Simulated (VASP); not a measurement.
Wanted: the native input for a VASP 6.6.1 run.

```
Task                               : single point
Functional                         : PBE-based screened hybrid with 30 % exact exchange
Potentials or basis                : VASP PAW PBE potentials, release 64 (Br, K_sv)
Cutoff                             : 520 eV
k mesh                             : 4 × 4 × 4
Occupations                        : fermi-dirac, width 0.05 eV
Spin                               : no spin polarisation
Dipole correction                  : no
Grid for exact exchange (PRECFOCK) : Normal
Share of exact exchange            : 0.3
Further INCAR settings             : ALGO = Normal; EDIFF = 1e-07; NBANDS = 15
Screening parameter                : 0.2 1/Å
```

The system is KBr.

```
Br K
1.0
     0.00000    3.30000    3.30000
     3.30000    0.00000    3.30000
     3.30000    3.30000    0.00000
Br K
1 1
Direct
  0.50000 0.50000 0.50000
  0.00000 0.00000 0.00000
```

The input as run:

POSCAR

```
KBr
1.0
    0.0000000000      3.3000000000      3.3000000000
    3.3000000000      0.0000000000      3.3000000000
    3.3000000000      3.3000000000      0.0000000000
Br K
1 1
Direct
    0.5000000000      0.5000000000      0.5000000000
    0.0000000000      0.0000000000      0.0000000000
```

INCAR.step1

```
PREC = Accurate
ENCUT = 520
EDIFF = 1E-5
ISMEAR = -1
SIGMA = 0.05
LREAL = F
LASPH = T
NELM = 60
ALGO = Normal
ISIF = 2
LWAVE = T
GGA = PE
NBANDS = 15
```

INCAR.step2

```
PREC = Accurate
ENCUT = 520
EDIFF = 1E-7
ISMEAR = -1
SIGMA = 0.05
LREAL = F
LASPH = T
NELM = 60
ALGO = Normal
ISIF = 2
LWAVE = F
LCHARG = T
GGA = PE
LHFCALC = T
AEXX = 0.3
HFSCREEN = 0.2
PRECFOCK = Normal
LELF = T
LVHAR = T
ISTART = 1
NBANDS = 15
```

KPOINTS

```
regular mesh
0
Gamma
  4 4 4
```

Potentials or basis: VASP PAW PBE potentials, release 64 (Br, K_sv).

Launch:

```console
$ cat potpaw_PBE.64/Br/POTCAR potpaw_PBE.64/K_sv/POTCAR > POTCAR
$ cp INCAR.step1 INCAR
$ mpirun -np 1 vasp_std > vasp.out
$ cp INCAR.step2 INCAR
$ mpirun -np 1 vasp_std > vasp.out
```

It gave:

The pressure is 0.4 GPa. The band gap on the k mesh is 5.86 eV.

Caveat: the PAW data sets were made with another functional, which shifts forces and pressure a little.

Run time: 15 min on 1 thread of Intel Xeon 8259CL, on a shared host, peak memory 0.32 GiB.
